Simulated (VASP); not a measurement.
# Cs in VASP: a series of runs, part 2 of 2

VASP 6.6.1. Earlier steps stand in the parts before.

## (3) Single point, PBE

File INCAR:

```
SYSTEM = Cs
ALGO = Normal ; DIPOL = 0.5 0.5 0.500
EDIFF = 1E-6 ; ENCUT = 520
GGA = PE ; IDIPOL = 3
ISIF = 2 ; ISMEAR = 0
LASPH = .TRUE. ; LCHARG = .TRUE.
LDIPOL = .TRUE. ; LELF = .TRUE.
LREAL = .FALSE. ; LVACPOTAV = .TRUE.
LVHAR = .TRUE. ; LWAVE = .FALSE.
NBANDS = 36 ; NELM = 100
PREC = Accurate ; SIGMA = 0.1
```

File KPOINTS:

```
k-points
0
G
  3 3 1
  0 0 0
```

File POSCAR:

```
Cs
1.0
   11.8652440000      0.0000000000      0.0000000000
   -5.9326220000     10.2756030000      0.0000000000
    0.0000000000      0.0000000000     15.0000000000
Cs
6
Direct
    0.6697458400      0.0000000000      0.5079087400
    0.0000000000      0.6697458400      0.5079087400
    0.3302541600      0.3302541600      0.5079087400
    0.0000000000      0.3302541600      0.4920912600
    0.3302541600      0.0000000000      0.4920912600
    0.6697458400      0.6697458400      0.4920912600
```

Potentials or basis: VASP PAW PBE potentials, release 64 (Cs_sv).

Command:

```
cat potpaw_PBE.64/Cs_sv/POTCAR > POTCAR
mpirun -np 1 vasp_std > vasp.out
```

OUTCAR:

```text
SYSTEM = Cs
   EDIFF = 1E-6
   ENCUT = 520
   GGA = PE
   ISIF = 2
   ISMEAR = 0
   LASPH = .TRUE.
   LREAL = .FALSE.
   NELM = 100
   PREC = Accurate

 ion  position               nearest neighbor table
   1  0.670  0.000  0.508-
   2  0.000  0.670  0.508-
   3  0.330  0.330  0.508-
   4  0.000  0.330  0.492-
   5  0.330  0.000  0.492-
   6  0.670  0.670  0.492-

  LATTYP: Found a hexagonal cell.
 ALAT       =    11.8652440000
 C/A-ratio  =     1.2641965054

  Lattice vectors:

 A1 = (  11.8652440000,   0.0000000000,   0.0000000000)
 A2 = (  -5.9326220000,  10.2756030000,   0.0000000000)
 A3 = (   0.0000000000,   0.0000000000,  15.0000000000)

Analysis of symmetry for initial positions (statically):
=====================================================================
 Subroutine PRICEL returns:
 Original cell was already a primitive cell.

 Routine SETGRP: Setting up the symmetry group for a
 hexagonal supercell.

 Subroutine GETGRP returns: Found 12 space group operations
 (whereof 12 operations were pure point group operations)
 out of a pool of 24 trial point group operations.

The static configuration has the point symmetry D_3d.

Analysis of symmetry for dynamics (positions and initial velocities):
=====================================================================
 Subroutine PRICEL returns:
 Original cell was already a primitive cell.

 Routine SETGRP: Setting up the symmetry group for a
 hexagonal supercell.

 Subroutine GETGRP returns: Found 12 space group operations
 (whereof 12 operations were pure point group operations)
 out of a pool of 24 trial point group operations.

The dynamic configuration has the point symmetry D_3d.

 Subroutine INISYM returns: Found 12 space group operations
 (whereof 12 operations are pure point group operations),
 and found     1 'primitive' translations

----------------------------------------------------------------------------------------

                                     Primitive cell

  volume of cell :    1828.8381

  direct lattice vectors                    reciprocal lattice vectors
    11.865244000  0.000000000  0.000000000     0.084279767  0.048658945  0.000000000
    -5.932622000 10.275603000  0.000000000     0.000000000  0.097317890  0.000000000
     0.000000000  0.000000000 15.000000000     0.000000000  0.000000000  0.066666667

  length of vectors
    11.865244000 11.865244237 15.000000000     0.097317892  0.097317890  0.066666667

  position of ions in fractional coordinates (direct lattice)
     0.669745840  0.000000000  0.507908740
     0.000000000  0.669745840  0.507908740
     0.330254160  0.330254160  0.507908740
     0.000000000  0.330254160  0.492091260
     0.330254160  0.000000000  0.492091260
     0.669745840  0.669745840  0.492091260

  ion indices of the primitive-cell ions
   primitive index   ion index
                 1           1
                 2           2
                 3           3
                 4           4
                 5           5
                 6           6

----------------------------------------------------------------------------------------

 KPOINTS: k-points

Automatic generation of k-mesh.
 Grid dimensions read from file:
 generate k-points for:    3    3    1

 Generating k-lattice:

  Cartesian coordinates                     Fractional coordinates (reciprocal lattice)
     0.028093256  0.016219648  0.000000000     0.333333333  0.000000000  0.000000000
     0.000000000  0.032439297  0.000000000     0.000000000  0.333333333  0.000000000
     0.000000000  0.000000000  0.066666667     0.000000000  0.000000000  1.000000000

  Length of vectors
     0.032439297  0.032439297  0.066666667

  Shift w.r.t. Gamma in fractional coordinates (k-lattice)
     0.000000000  0.000000000  0.000000000

 Subroutine IBZKPT returns following result:
 ===========================================

 Found      3 irreducible k-points:

 Following reciprocal coordinates:
            Coordinates               Weight
  0.000000  0.000000  0.000000      1.000000
  0.333333  0.000000  0.000000      6.000000
  0.333333  0.333333  0.000000      2.000000
   k-points           NKPTS =      3   k-points in BZ     NKDIM =      3   number of bands    NBANDS=     36
   number of dos      NEDOS =    301   number of ions     NIONS =      6
   total plane-waves  NPLWV = 907200
   dimension x,y,z NGX =    90 NGY =   90 NGZ =  112
   dimension x,y,z NGXF=   180 NGYF=  180 NGZF=  224
   ions per type =               6
   NGX,Y,Z   is equivalent  to a cutoff of  12.61, 12.61, 12.41 a.u.
   NGXF,Y,Z  is equivalent  to a cutoff of  25.22, 25.22, 24.83 a.u.
 SYSTEM =  Cs
   PREC   = accura    normal or accurate (medium, high low for compatibility)
   ISTART =      0    job   : 0-new  1-cont  2-samecut
   ICHARG =      2    charge: 1-file 2-atom 10-const
   ISPIN  =      1    spin polarized calculation?
   LNONCOLLINEAR =      F non collinear calculations
   LSORBIT =      F    spin-orbit coupling
   LASPH  =      T    aspherical Exc in radial PAW
   ENCUT  =  520.0 eV  38.22 Ry    6.18 a.u.  22.06 22.06 27.89*2*pi/ulx,y,z
   NELM   =    100;   NELMIN=  2; NELMDL= -5     # of ELM steps
   EDIFF  = 0.1E-05   stopping-criterion for ELM
   LREAL  =      F    real-space projection
   EDIFFG = 0.1E-04   stopping-criterion for IOM
   NSW    =      0    number of steps for IOM
   IBRION =     -1    ionic relax: 0-MD 1-quasi-New 2-CG
   NFREE  =      0    steps in history (QN), initial steepest desc. (CG)
   ISIF   =      2    stress and relaxation
   ISYM   =      2    0-nonsym 1-usesym 2-fastsym
   POTIM  = 0.5000    time-step for ionic-motion
   TEBEG  =    0.0;   TEEND  =   0.0 temperature during run
   PSTRESS=    0.0 pullay stress
   NELECT =      54.0000    total number of electrons
   NUPDOWN=      -1.0000    fix difference up-down
   EMIN   =  10.00;   EMAX   =-10.00  energy-range for DOS
   EFERMI =   0.00;   METHOD = LEGACY
   ISMEAR =     0;   SIGMA  =   0.10  broadening in eV -4-tet -1-fermi 0-gaus
   EFERMI_NEDOS =   21; number of points for ismear=-14 and -15
   IALGO  =     38    algorithm
   IMIX   =      4    mixing-type and parameters
     AMIX     =   0.40;   BMIX     =  1.00
     AMIX_MAG =   1.60;   BMIX_MAG =  1.00
  volume/ion in A,a.u.               =     304.81      2056.93
  Fermi-wavevector in a.u.,A,eV,Ry     =   0.505997  0.956195  3.483536  0.256033
  Thomas-Fermi vector in A             =   1.516798
   LORBIT       =      0    0 simple, 1 ext, 2 COOP (PROOUT), +10 PAW based schemes
   GGA     = PE    functional components
   LHFCALC =     F    Hartree Fock is set to
   AEXX    =    0.0000 exact exchange contribution
   IVDW    =     0    specifies the selected vdW correction
   LEPSILON=     F    determine dielectric tensor
   LRPA    =     F    only Hartree local field effects (RPA)
 non-spin polarized calculation
 Gauss-broadening in eV      SIGMA  =   0.10
  energy-cutoff  :      520.00
  volume of cell :     1828.84
 maximum number of plane-waves:     49272
 NGX is ok and might be reduce to    90
   NGX = 45   NGY = 45   NGZ = 55

 dipolmoment           0.000000      0.000000      0.000000 electrons x Angstroem

 number of electron      53.9999997 magnetization

 dipolmoment           0.000000      0.000000     -0.000000 electrons x Angstroem

 Free energy of the ion-electron system (eV)
  ---------------------------------------------------
  ext. energy  EPLUGINS =         0.00000000
  ---------------------------------------------------
  free energy    TOTEN  =        -1.60157081 eV

  energy without entropy =       -1.51990998  energy(sigma->0) =       -1.56074040

 E-fermi :  -1.0316     XC(G=0):  -2.6426

 val. band max:       -1.0319873675   @ k =   0.3333   0.0000   0.0000
 cond. band min:      -0.7477622668   @ k =   0.3333   0.0000   0.0000
 fundamental gap:      0.2842251007
 Fermi energy:        -1.0316068265

 k-point     1 :       0.0000    0.0000    0.0000
  band No.  band energies     occupation
      1     -25.6938      2.00000
      2     -25.6242      2.00000
      3     -25.6242      2.00000
      4     -25.6097      2.00000
      5     -25.6097      2.00000
      6     -25.5381      2.00000
[... 28 lines left out ...]
     35      -0.2306      0.00000
     36       0.1630      0.00000

 k-point     2 :       0.3333    0.0000    0.0000
  band No.  band energies     occupation
      1     -25.6822      2.00000
      2     -25.6521      2.00000
      3     -25.6404      2.00000
      4     -25.5933      2.00000
      5     -25.5814      2.00000
      6     -25.5502      2.00000
[... 28 lines left out ...]
     35      -0.0509      0.00000
     36       0.0305      0.00000

 k-point     3 :       0.3333    0.3333    0.0000
  band No.  band energies     occupation
      1     -25.6662      2.00000
      2     -25.6596      2.00000
      3     -25.6596      2.00000
      4     -25.5737      2.00000
      5     -25.5737      2.00000
      6     -25.5669      2.00000
[... 28 lines left out ...]
     35       0.0482      0.00000
     36       0.0486      0.00000

------------------------ aborting loop because EDIFF is reached ----------------------------------------

  FORCE on cell =-STRESS in cart. coord.  units (eV):
  Direction    XX          YY          ZZ          XY          YZ          ZX
  --------------------------------------------------------------------------------------
  -------------------------------------------------------------------------------------
  Total        5.6699649      5.6699652     -0.0093920      0.0000000      0.0000000     -0.0000000
  in kB        4.9672464      4.9672466     -0.0082280      0.0000000      0.0000000     -0.0000000
  external PRESSURE =       3.3087550 kB  Pullay stress =       0.0000000 kB

 VOLUME and BASIS-vectors are now :
 -----------------------------------------------------------------------------
  energy-cutoff  :      520.00
  volume of cell :     1828.84
      direct lattice vectors                 reciprocal lattice vectors
    11.865244000  0.000000000  0.000000000     0.084279767  0.048658945  0.000000000
    -5.932622000 10.275603000  0.000000000     0.000000000  0.097317890  0.000000000
     0.000000000  0.000000000 15.000000000     0.000000000  0.000000000  0.066666667

 POSITION                                       TOTAL-FORCE (eV/Angst)
 -----------------------------------------------------------------------------------
      7.94670      0.00000      7.61863        -0.074363      0.000000      0.074389
     -3.97335      6.88204      7.61863         0.037182     -0.064401      0.074389
      1.95927      3.39356      7.61863         0.037182      0.064401      0.074389
     -1.95927      3.39356      7.38137        -0.037182      0.064401     -0.074389
      3.91855      0.00000      7.38137         0.074363      0.000000     -0.074389
      3.97335      6.88204      7.38137        -0.037182     -0.064401     -0.074389
 -----------------------------------------------------------------------------------
    total drift:                               -0.000000      0.000000     -0.000000

  FREE ENERGIE OF THE ION-ELECTRON SYSTEM (eV)
  ---------------------------------------------------
  free  energy   TOTEN  =        -1.6015708088 eV

  energy  without entropy=       -1.5199099848  energy(sigma->0) =       -1.56074040

 vacuum level on the upper side and lower side of the slab         1.114         1.114
```

It took 5.3 min on 1 thread of Intel Xeon 6975P-C (Granite Rapids), shared host; peak memory 1.4 GiB.

What came out:

* Free energy: -1.6016 eV
* Largest force: 0.105 eV/Å

Forces on the atoms (eV/Å):
```
Cs  -0.074  0.000  0.074
Cs   0.037 -0.064  0.074
Cs   0.037  0.064  0.074
Cs  -0.037  0.064 -0.074
Cs   0.074  0.000 -0.074
Cs  -0.037 -0.064 -0.074
```

Caveat: spin-orbit coupling is left out, which moves the levels of the heavy elements.
